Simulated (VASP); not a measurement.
# Nb (Fd-3m) in VASP: notebook

Runs on Nb. Level: PBE. Tasks: single point, relaxation of cell and atoms.

Everything below comes from runs of VASP 6.6.1. Logs are shortened: lines on timing, memory, paths and dates and some standing lists are left out, and cuts for length are marked.

### Step 1. The cell of the first run

Symmetry: Fd-3m, No. 227, cubic system. The conventional cell has a = 5.916 Å, b = 5.916 Å, c = 5.916 Å, α = 90.00°, β = 90.00°, γ = 90.00°. Within 3.4 Å of Nb (site symmetry -43m) lie 4 Nb at 2.56 Å.

This isn't the form of Nb at room conditions, which is bcc.

### Step 2. Single point, PBE

Input file INCAR:

```
PREC = Accurate
ENCUT = 500
EDIFF = 1E-6
ISMEAR = -1
SIGMA = 0.1
LREAL = False
LASPH = True
NELM = 120
ALGO = Normal
ISIF = 2
LWAVE = False
LCHARG = False
GGA = PE
NBANDS = 20
GGA_COMPAT = False
```

Input file KPOINTS:

```
regular mesh
0
Gamma
  6 6 6
```

Input file POSCAR:

```
Nb
1.0
    0.0000000000      2.9579378155      2.9579378155
    2.9579378155      0.0000000000      2.9579378155
    2.9579378155      2.9579378155      0.0000000000
Nb
2
Direct
    1.0000000000      1.0000000000      1.0000000000
    0.2500000000      0.2500000000      0.2500000000
```

Potentials or basis: VASP PAW PBE potentials, release 64 (Nb_sv).

Command:

```sh
> cat potpaw_PBE.64/Nb_sv/POTCAR > POTCAR
> mpirun -np 1 vasp_std > vasp.out
```

OUTCAR:

```text
PREC = Accurate
   ENCUT = 500
   EDIFF = 1E-6
   ISMEAR = -1
   LREAL = False
   LASPH = True
   NELM = 120
   ISIF = 2
   GGA = PE

 ion  position               nearest neighbor table
   1  0.000  0.000  0.000-   2 2.56   2 2.56   2 2.56   2 2.56
   2  0.250  0.250  0.250-   1 2.56   1 2.56   1 2.56   1 2.56

  LATTYP: Found a face centered cubic cell.
 ALAT       =     5.9158756310

  Lattice vectors:

 A1 = (   0.0000000000,   2.9579378155,   2.9579378155)
 A2 = (   2.9579378155,   0.0000000000,   2.9579378155)
 A3 = (   2.9579378155,   2.9579378155,   0.0000000000)

Analysis of symmetry for initial positions (statically):
=====================================================================
 Subroutine PRICEL returns:
 Original cell was already a primitive cell.

 Routine SETGRP: Setting up the symmetry group for a
 face centered cubic supercell.

 Subroutine GETGRP returns: Found 48 space group operations
 (whereof 24 operations were pure point group operations)
 out of a pool of 48 trial point group operations.

The static configuration has the point symmetry T_d .
 The point group associated with its full space group is O_h .

Analysis of symmetry for dynamics (positions and initial velocities):
=====================================================================
 Subroutine PRICEL returns:
 Original cell was already a primitive cell.

 Routine SETGRP: Setting up the symmetry group for a
 face centered cubic supercell.

 Subroutine GETGRP returns: Found 48 space group operations
 (whereof 24 operations were pure point group operations)
 out of a pool of 48 trial point group operations.

The dynamic configuration has the point symmetry T_d .
 The point group associated with its full space group is O_h .

 Subroutine INISYM returns: Found 48 space group operations
 (whereof 24 operations are pure point group operations),
 and found     1 'primitive' translations

----------------------------------------------------------------------------------------

                                     Primitive cell

  volume of cell :      51.7603

  direct lattice vectors                    reciprocal lattice vectors
     0.000000000  2.957937815  2.957937815    -0.169036684  0.169036684  0.169036684
     2.957937815  0.000000000  2.957937815     0.169036684 -0.169036684  0.169036684
     2.957937815  2.957937815  0.000000000     0.169036684  0.169036684 -0.169036684

  length of vectors
     4.183155775  4.183155775  4.183155775     0.292780125  0.292780125  0.292780125

  position of ions in fractional coordinates (direct lattice)
     0.000000000  0.000000000  0.000000000
     0.250000000  0.250000000  0.250000000

  ion indices of the primitive-cell ions
   primitive index   ion index
                 1           1
                 2           2

----------------------------------------------------------------------------------------

 KPOINTS: regular mesh

Automatic generation of k-mesh.
 Grid dimensions read from file:
 generate k-points for:    6    6    6

 Generating k-lattice:

  Cartesian coordinates                     Fractional coordinates (reciprocal lattice)
    -0.028172781  0.028172781  0.028172781     0.166666667  0.000000000  0.000000000
     0.028172781 -0.028172781  0.028172781     0.000000000  0.166666667  0.000000000
     0.028172781  0.028172781 -0.028172781     0.000000000  0.000000000  0.166666667

  Length of vectors
     0.048796688  0.048796688  0.048796688

  Shift w.r.t. Gamma in fractional coordinates (k-lattice)
     0.000000000  0.000000000  0.000000000

 Subroutine IBZKPT returns following result:
 ===========================================

 Found     16 irreducible k-points:

 Following reciprocal coordinates:
            Coordinates               Weight
  0.000000  0.000000  0.000000      1.000000
  0.166667  0.000000  0.000000      8.000000
  0.333333  0.000000  0.000000      8.000000
  0.500000  0.000000  0.000000      4.000000
  0.166667  0.166667  0.000000      6.000000
  0.333333  0.166667  0.000000     24.000000
[... 8 lines left out ...]
 -0.333333  0.333333  0.166667     24.000000
 -0.333333  0.500000  0.166667     12.000000
   k-points           NKPTS =     16   k-points in BZ     NKDIM =     16   number of bands    NBANDS=     20
   number of dos      NEDOS =    301   number of ions     NIONS =      2
   total plane-waves  NPLWV =  32768
   dimension x,y,z NGX =    32 NGY =   32 NGZ =   32
   dimension x,y,z NGXF=    64 NGYF=   64 NGZF=   64
   ions per type =               2
   NGX,Y,Z   is equivalent  to a cutoff of  12.72, 12.72, 12.72 a.u.
   NGXF,Y,Z  is equivalent  to a cutoff of  25.43, 25.43, 25.43 a.u.
 SYSTEM =  unknown system
   PREC   = accura    normal or accurate (medium, high low for compatibility)
   ISTART =      0    job   : 0-new  1-cont  2-samecut
   ICHARG =      2    charge: 1-file 2-atom 10-const
   ISPIN  =      1    spin polarized calculation?
   LNONCOLLINEAR =      F non collinear calculations
   LSORBIT =      F    spin-orbit coupling
   LASPH  =      T    aspherical Exc in radial PAW
   ENCUT  =  500.0 eV  36.75 Ry    6.06 a.u.   7.63  7.63  7.63*2*pi/ulx,y,z
   NELM   =    120;   NELMIN=  2; NELMDL= -5     # of ELM steps
   EDIFF  = 0.1E-05   stopping-criterion for ELM
   LREAL  =      F    real-space projection
   EDIFFG = 0.1E-04   stopping-criterion for IOM
   NSW    =      0    number of steps for IOM
   IBRION =     -1    ionic relax: 0-MD 1-quasi-New 2-CG
   NFREE  =      0    steps in history (QN), initial steepest desc. (CG)
   ISIF   =      2    stress and relaxation
   ISYM   =      2    0-nonsym 1-usesym 2-fastsym
   POTIM  = 0.5000    time-step for ionic-motion
   TEBEG  =    0.0;   TEEND  =   0.0 temperature during run
   PSTRESS=    0.0 pullay stress
   NELECT =      26.0000    total number of electrons
   NUPDOWN=      -1.0000    fix difference up-down
   EMIN   =  10.00;   EMAX   =-10.00  energy-range for DOS
   EFERMI =   0.00;   METHOD = LEGACY
   ISMEAR =    -1;   SIGMA  =   0.10  broadening in eV -4-tet -1-fermi 0-gaus
   EFERMI_NEDOS =   21; number of points for ismear=-14 and -15
   IALGO  =     38    algorithm
   IMIX   =      4    mixing-type and parameters
     AMIX     =   0.40;   BMIX     =  1.00
     AMIX_MAG =   1.60;   BMIX_MAG =  1.00
  volume/ion in A,a.u.               =      25.88       174.65
  Fermi-wavevector in a.u.,A,eV,Ry     =   1.301368  2.459230 23.042277  1.693560
  Thomas-Fermi vector in A             =   2.432507
   LORBIT       =      0    0 simple, 1 ext, 2 COOP (PROOUT), +10 PAW based schemes
   GGA     = PE    functional components
   LHFCALC =     F    Hartree Fock is set to
   AEXX    =    0.0000 exact exchange contribution
   IVDW    =     0    specifies the selected vdW correction
   LEPSILON=     F    determine dielectric tensor
   LRPA    =     F    only Hartree local field effects (RPA)
 non-spin polarized calculation
  energy-cutoff  :      500.00
  volume of cell :       51.76
 maximum number of plane-waves:      1363
 NGX is ok and might be reduce to    32
   NGX = 15   NGY = 15   NGZ = 15

 number of electron      26.0000001 magnetization

 Free energy of the ion-electron system (eV)
  ---------------------------------------------------
  ext. energy  EPLUGINS =         0.00000000
  ---------------------------------------------------
  free energy    TOTEN  =       -15.40954441 eV

  energy without entropy =      -15.29435572  energy(sigma->0) =      -15.35195007

 E-fermi :   6.6722     XC(G=0): -10.3073

 val. band max:        6.5623742967   @ k =   0.5000   0.3333   0.0000
 cond. band min:       6.6862421205   @ k =  -0.3333   0.3333   0.1667
 fundamental gap:      0.1238678238
 Fermi energy:         6.6722107608

 k-point     1 :       0.0000    0.0000    0.0000
  band No.  band energies     occupation
      1     -47.8335      2.00000
      2     -47.1591      2.00000
      3     -24.2258      2.00000
      4     -24.2258      2.00000
      5     -24.2258      2.00000
      6     -23.1180      2.00000
[... 12 lines left out ...]
     19      11.8744      0.00000
     20      17.1663      0.00000

 k-point     2 :       0.1667    0.0000    0.0000
  band No.  band energies     occupation
      1     -47.8013      2.00000
      2     -47.1935      2.00000
      3     -24.2617      2.00000
      4     -24.2617      2.00000
      5     -24.2251      2.00000
      6     -23.1189      2.00000
[... 12 lines left out ...]
     19      11.7883      0.00000
     20      16.2187      0.00000

 k-point     3 :       0.3333    0.0000    0.0000
  band No.  band energies     occupation
      1     -47.7225      2.00000
      2     -47.2768      2.00000
      3     -24.3270      2.00000
      4     -24.3270      2.00000
      5     -24.2267      2.00000
      6     -23.1170      2.00000
[... 12 lines left out ...]
     19      11.4454      0.00000
     20      13.5815      0.00000

 k-point     4 :       0.5000    0.0000    0.0000
  band No.  band energies     occupation
      1     -47.6691      2.00000
      2     -47.3324      2.00000
      3     -24.3571      2.00000
      4     -24.3571      2.00000
      5     -24.2291      2.00000
      6     -23.1141      2.00000
[... 12 lines left out ...]
     19      11.0230      0.00000
     20      11.6945      0.00000

 k-point     5 :       0.1667    0.1667    0.0000
  band No.  band energies     occupation
      1     -47.7897      2.00000
      2     -47.2058      2.00000
      3     -24.3031      2.00000
      4     -24.3031      2.00000
      5     -24.1523      2.00000
      6     -23.1966      2.00000
[... 12 lines left out ...]
     19      12.0950      0.00000
     20      16.0145      0.00000

 k-point     6 :       0.3333    0.1667    0.0000
  band No.  band energies     occupation
      1     -47.7226      2.00000
      2     -47.2768      2.00000
      3     -24.3811      2.00000
      4     -24.3678      2.00000
      5     -24.0914      2.00000
      6     -23.2564      2.00000
[... 12 lines left out ...]
     19      11.9865      0.00000
     20      14.4811      0.00000

 k-point     7 :       0.5000    0.1667    0.0000
  band No.  band energies     occupation
      1     -47.6470      2.00000
      2     -47.3553      2.00000
      3     -24.4500      2.00000
      4     -24.3928      2.00000
      5     -24.0604      2.00000
      6     -23.2802      2.00000
[... 12 lines left out ...]
     19      11.2583      0.00000
     20      11.9253      0.00000

 k-point     8 :      -0.3333    0.1667    0.0000
  band No.  band energies     occupation
      1     -47.6692      2.00000
      2     -47.3323      2.00000
      3     -24.4502      2.00000
      4     -24.3573      2.00000
      5     -24.0887      2.00000
      6     -23.2499      2.00000
[... 12 lines left out ...]
     19      11.8443      0.00000
     20      12.6782      0.00000

 k-point     9 :      -0.1667    0.1667    0.0000
  band No.  band energies     occupation
      1     -47.7517      2.00000
      2     -47.2461      2.00000
      3     -24.3693      2.00000
      4     -24.2915      2.00000
      5     -24.1622      2.00000
      6     -23.1801      2.00000
[... 12 lines left out ...]
     19      12.0771      0.00000
     20      15.7301      0.00000

 k-point    10 :       0.3333    0.3333    0.0000
  band No.  band energies     occupation
      1     -47.6692      2.00000
      2     -47.3323      2.00000
      3     -24.4331      2.00000
      4     -24.4331      2.00000
      5     -23.9529      2.00000
      6     -23.4053      2.00000
[... 12 lines left out ...]
     19      12.0159      0.00000
     20      14.1664      0.00000

 k-point    11 :       0.5000    0.3333    0.0000
  band No.  band energies     occupation
      1     -47.5861      2.00000
      2     -47.4177      2.00000
      3     -24.4925      2.00000
      4     -24.4590      2.00000
      5     -23.8419      2.00000
      6     -23.5104      2.00000
[... 12 lines left out ...]
     19      11.7067      0.00000
     20      12.1554      0.00000

 k-point    12 :      -0.3333    0.3333    0.0000
  band No.  band energies     occupation
      1     -47.5861      2.00000
      2     -47.4177      2.00000
      3     -24.5177      2.00000
      4     -24.4236      2.00000
      5     -23.8963      2.00000
      6     -23.4439      2.00000
[... 12 lines left out ...]
     19      11.8132      0.00000
     20      12.0383      0.00000

 k-point    13 :       0.5000    0.5000    0.0000
  band No.  band energies     occupation
      1     -47.5023      2.00000
      2     -47.5023      2.00000
      3     -24.4899      2.00000
      4     -24.4899      2.00000
      5     -23.6812      2.00000
      6     -23.6812      2.00000
[... 12 lines left out ...]
     19      11.6919      0.00000
     20      11.6921      0.00000

 k-point    14 :       0.5000    0.3333    0.1667
  band No.  band energies     occupation
      1     -47.6470      2.00000
      2     -47.3553      2.00000
      3     -24.4718      2.00000
      4     -24.4103      2.00000
      5     -23.9689      2.00000
      6     -23.3754      2.00000
[... 12 lines left out ...]
     19      11.9527      0.00000
     20      13.2970      0.00000

 k-point    15 :      -0.3333    0.3333    0.1667
  band No.  band energies     occupation
      1     -47.5861      2.00000
      2     -47.4177      2.00000
      3     -24.5055      2.00000
      4     -24.4401      2.00000
      5     -23.8860      2.00000
      6     -23.4535      2.00000
[... 12 lines left out ...]
     19      11.5441      0.00000
     20      11.7522      0.00000

 k-point    16 :      -0.3333    0.5000    0.1667
  band No.  band energies     occupation
      1     -47.5023      2.00000
      2     -47.5023      2.00000
      3     -24.4943      2.00000
      4     -24.4943      2.00000
      5     -23.6730      2.00000
      6     -23.6730      2.00000
[... 12 lines left out ...]
     19      11.5462      0.00000
     20      11.5472      0.00000

------------------------ aborting loop because EDIFF is reached ----------------------------------------

  FORCE on cell =-STRESS in cart. coord.  units (eV):
  Direction    XX          YY          ZZ          XY          YZ          ZX
  --------------------------------------------------------------------------------------
  -------------------------------------------------------------------------------------
  Total       -0.0141893     -0.0141893     -0.0141893      0.0000000     -0.0000000      0.0000000
  in kB       -0.4392107     -0.4392107     -0.4392107      0.0000000     -0.0000000      0.0000000
  external PRESSURE =      -0.4392107 kB  Pullay stress =       0.0000000 kB

 VOLUME and BASIS-vectors are now :
 -----------------------------------------------------------------------------
  energy-cutoff  :      500.00
  volume of cell :       51.76
      direct lattice vectors                 reciprocal lattice vectors
     0.000000000  2.957937815  2.957937815    -0.169036684  0.169036684  0.169036684
     2.957937815  0.000000000  2.957937815     0.169036684 -0.169036684  0.169036684
     2.957937815  2.957937815  0.000000000     0.169036684  0.169036684 -0.169036684

 POSITION                                       TOTAL-FORCE (eV/Angst)
 -----------------------------------------------------------------------------------
      0.00000      0.00000      0.00000         0.000000      0.000000      0.000000
      1.47897      1.47897      1.47897        -0.000000     -0.000000     -0.000000
 -----------------------------------------------------------------------------------
    total drift:                               -0.000000      0.000000      0.000000

  FREE ENERGIE OF THE ION-ELECTRON SYSTEM (eV)
  ---------------------------------------------------
  free  energy   TOTEN  =       -15.4095444145 eV

  energy  without entropy=      -15.2943557163  energy(sigma->0) =      -15.35195007
```

Run time: 12 s. Hardware: 1 thread of Intel Xeon 6975P-C (Granite Rapids), shared host; peak memory 0.17 GiB.

What came out:

- Free energy: -15.4095 eV
- Pressure: 0.0 GPa
- Band gap on the k mesh: zero (bands 13 and 14 overlap by 1.20 eV)

### Step 3. Relaxation of cell and atoms, PBE

This run uses another cell than the first one, of 24.01 Å³/atom.

Input file INCAR:

```
SYSTEM = Nb
PREC = Accurate
ENCUT = 500
EDIFF = 1E-7
ISMEAR = -1
SIGMA = 0.1
LREAL = .False.
LASPH = .True.
NELM = 120
ALGO = Normal
ISIF = 3
LWAVE = .False.
LCHARG = .False.
GGA = PE
IBRION = 2
NSW = 80
EDIFFG = -0.02
GGA_COMPAT = .False.
NELMIN = 4
```

Input file KPOINTS:

```
regular mesh
0
Gamma
  6 6 6
  0 0 0
```

Input file POSCAR:

```
Nb
1.0
    0.0000000000      2.8850000000      2.8850000000
    2.8850000000      0.0000000000      2.8850000000
    2.8850000000      2.8850000000      0.0000000000
Nb
2
Direct
    1.0000000000      1.0000000000      1.0000000000
    0.2500000000      0.2500000000      0.2500000000
```

Potentials or basis: VASP PAW PBE potentials, release 64 (Nb_sv).

Command:

```sh
> cat potpaw_PBE.64/Nb_sv/POTCAR > POTCAR
> mpirun -np 1 vasp_std > vasp.out
```

Run time: 27 s. Hardware: 1 thread of Intel Xeon 6975P-C (Granite Rapids), shared host; peak memory 0.16 GiB.

Results (log left out):

```yaml
Free_energy: -15.4053 eV
Relaxed_volume: 25.84 Å³/atom
Relaxed_cell: a = 4.181 Å, b = 4.181 Å, c = 4.181 Å, α = 60.00°, β = 60.00°, γ = 60.00°
Space_group_after_relaxing_to_0.1_Å: Fd-3m (No. 227)
Energy_gained_by_relaxing: 32.1 meV/atom
Ionic_steps: 3
Pressure_after_relaxing: 0.0 GPa
Band_gap_on_the_k_mesh: zero (bands 13 and 14 overlap by 1.20 eV)
```

The path:
```
step  energy change (eV)  largest force (eV/Å)  pressure (GPa)  volume (Å³)
   1              0.0000                0.0000            6.02        48.03
   2             -0.0320                0.0000           -3.38        54.57
   3             -0.0642                0.0000           -0.03        51.69
```

Final structure:
```
Nb
1.0
     0.00000    2.95656    2.95656
     2.95656    0.00000    2.95656
     2.95656    2.95656    0.00000
Nb
2
Direct
  0.00000 0.00000 0.00000
  0.25000 0.25000 0.25000
```

Levels at points of the mesh, in eV from the Fermi level:
| k point | band 9 | band 10 | band 11 | band 12 | band 13 | band 14 | band 15 | band 16 | band 17 |
| --- | --- | --- | --- | --- | --- | --- | --- | --- | --- |
| (0.00, 0.00, 0.00) | -4.42 | -1.43 | -1.43 | -0.54 | -0.54 | -0.54 | 1.90 | 1.90 | 1.90 |
| (0.50, 0.00, 0.00) | -1.81 | -1.54 | -1.25 | -1.25 | -0.75 | -0.75 | 0.65 | 2.97 | 2.97 |
| (0.50, 0.50, 0.00) | -2.35 | -2.35 | -0.69 | -0.69 | 0.33 | 0.33 | 1.31 | 1.31 | 4.66 |
